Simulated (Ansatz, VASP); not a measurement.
One calculation of BiTe, two programs

INCAR

```
PREC     = Accurate       # precision mode
ENCUT    = 500            # plane-wave cutoff, eV
EDIFF    = 1E-6           # SCF threshold, eV
ISMEAR   = -4             # smearing method
SIGMA    = 0.1            # smearing width, eV
LREAL    = False          # projectors in reciprocal space
LASPH    = True           # aspherical terms in the spheres
NELM     = 120            # most SCF steps
ALGO     = Normal         # electronic algorithm
ISIF     = 2              # what is computed and relaxed
LWAVE    = False          # write WAVECAR
LCHARG   = False          # write CHGCAR
GGA      = PE             # functional
NBANDS   = 18             # bands
GGA_COMPAT= False
```

File KPOINTS:

```
Automatic mesh
0
Gamma
  10 10 8
```

POSCAR

```
BiTe
1.0
    4.1497576262      0.0000000000      0.0000000000
   -2.0748788131      3.5937955239      0.0000000000
    0.0000000000      0.0000000000      4.4405072890
Bi Te
1 1
Direct
    0.0000000000      0.0000000000      0.0000000000
    0.6666666667      0.3333333333      0.5000000000
```

Input for Ansatz:

```yaml
crystal:
  lattice:
    - [4.149757626236, 0.0, 0.0]
    - [-2.074878813118, 3.593795523869, 0.0]
    - [0.0, 0.0, 4.440507289]
  atoms:
    - { symbol: Bi, position: [-3.700743415525e-17, 0.0, 0.0] }
    - { symbol: Te, position: [0.6666666666667, 0.3333333333333, 0.5] }
basis:
  ecutwfc: 420
  ecutrho_ratio: 4
kpoints:
  mp_grid: { grid: [10, 10, 8] }
hamiltonian:
  xc: pbe
scf:
  occupations: { method: tetrahedron_uncorrected }
  mixing: { algorithm: anderson, beta: 0.1 }
output:
  forces: true
  stress: true
```

Alike in both runs: task single point; functional PBE; k mesh 10 × 10 × 8; no spin polarisation.

|  | VASP | Ansatz |
| --- | --- | --- |
| version | VASP 6.6.1 | Ansatz 0.2.0 |
| potentials or method | VASP PAW PBE potentials, release 64 (Bi_d, Te), cutoff 500 eV | scalar-relativistic, plane waves, PAW |
| occupations | tetrahedron | tetrahedron-uncorrected |
| valence electrons in the cell | 21 | 31 |

|  | VASP | Ansatz | Ansatz less VASP |
| --- | --- | --- | --- |
| gap on the k mesh at the Fermi level (eV) | none | none | - |
| pressure (GPa) | 0.2 | 0.2 | +0.06 |
| traceless stress, the component that is largest in VASP (GPa) | 0.14 | 0.14 | -0.001 |

A gap of «none» marks a metal or a gap that the smearing closes. VASP's potentials hold 21 valence electrons a cell and Ansatz's 31, so a difference there can come from the potentials and not from the codes. Ansatz's warnings: band table not solved further.

Spin-orbit coupling is off throughout.
